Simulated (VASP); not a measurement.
**CoCl: relaxation of cell and atoms with PBE**

CoCl:

```
CELL_PARAMETERS angstrom
3.32899 0.00000 0.00000
0.00000 3.32899 0.00000
0.00000 0.00000 3.32899
ATOMIC_POSITIONS crystal
Co 0.00000 0.00000 0.00000
Cl 0.50000 0.50000 0.50000
```

```yaml
Program: VASP 6.6.1
Task: relaxation of cell and atoms
Functional: PBE
Potentials_or_basis: VASP PAW PBE potentials, release 64 (Co, Cl)
Cutoff: 600 eV
k_mesh: 6 × 6 × 6
Occupations: gaussian, width 0.1 eV
Spin: collinear spin, ferromagnetic start
Starting_moments: "[2.21, 0.0] μB"
Dipole_correction: no
Further_INCAR_settings: ALGO = Normal; EDIFF = 1e-07; IBRION = 2; EDIFFG = -0.04; NSW = 90; ISIF = 3
```

| Property | Result |
| --- | --- |
| Relaxed volume | 14.59 Å³/atom |
| Relaxed cell | a = 3.079 Å, b = 3.079 Å, c = 3.079 Å, α = 90.00°, β = 90.00°, γ = 90.00° |
| Space group after relaxing (to 0.05 Å) | Pm-3m (No. 221) |
| Energy gained by relaxing | 129.2 meV/atom |
| Ionic steps | 4 |
| Pressure after relaxing | -0.4 GPa |
| Band gap on the k mesh | zero (filled and empty bands overlap) |
| Net moment | 2.01 μB per cell |
| Site moments | Co +1.92; Cl +0.15 μB |
| Valence electrons inside the program's atomic spheres | Co 7.80; Cl 5.06 |

The path:
```tsv
step	energy change (eV)	largest force (eV/Å)	pressure (GPa)	volume (Å³)
1	0.0000	0.0000	-7.98	36.89
2	-0.1965	0.0000	-5.16	32.20
3	-0.2569	0.0000	1.20	28.59
4	-0.2584	0.0000	-0.38	29.19
```

Final structure:
```
CELL_PARAMETERS angstrom
3.07888 0.00000 0.00000
0.00000 3.07888 0.00000
0.00000 0.00000 3.07888
ATOMIC_POSITIONS crystal
Co 0.00000 0.00000 0.00000
Cl 0.50000 0.50000 0.50000
```

Levels at points of the mesh, in eV from the Fermi level:
Spin up:
| k point | band 7 | band 8 | band 9 | band 10 | band 11 | band 12 |
| --- | --- | --- | --- | --- | --- | --- |
| (0.00, 0.00, 0.00) | -2.04 | -2.04 | -2.04 | -0.40 | 6.87 | 6.87 |
| (0.50, 0.00, 0.00) | -1.58 | -0.93 | -0.93 | 3.54 | 5.44 | 7.06 |
| (0.50, 0.50, 0.00) | -2.43 | -2.30 | -1.50 | 0.92 | 8.56 | 8.56 |
| (0.50, 0.50, 0.50) | -0.88 | -0.88 | -0.88 | 1.93 | 1.93 | 1.93 |
Spin down:
```
           k point  band 5  band 6  band 7  band 8  band 9  band 10
(0.00, 0.00, 0.00)   -1.84   -1.84   -0.16   -0.02   -0.02    -0.02
(0.50, 0.00, 0.00)   -1.35    0.09    0.10    0.76    0.76     3.60
(0.50, 0.50, 0.00)   -2.20   -0.55   -0.55   -0.45    0.27     1.86
(0.50, 0.50, 0.50)    0.29    0.29    0.97    0.97    0.97     1.96
```

Wall time 110 s on 1 thread of Intel(R) Xeon(R) Platinum 8259CL CPU @ 2.50GHz (Skylake/Cascade Lake) (shared host), peak memory 0.18 GiB.

Caveat: the volume moved by over 15 % at a fixed basis, so the end points are rough; a cell with one magnetic atom can't hold antiferromagnetic order, which such compounds often take; semilocal functionals often make such compounds metallic where correlation or magnetic order opens a gap, which also shifts bond lengths. With open d or f shells a metallic result of PBE can be an artefact of self-interaction; +U or a hybrid may open a gap.
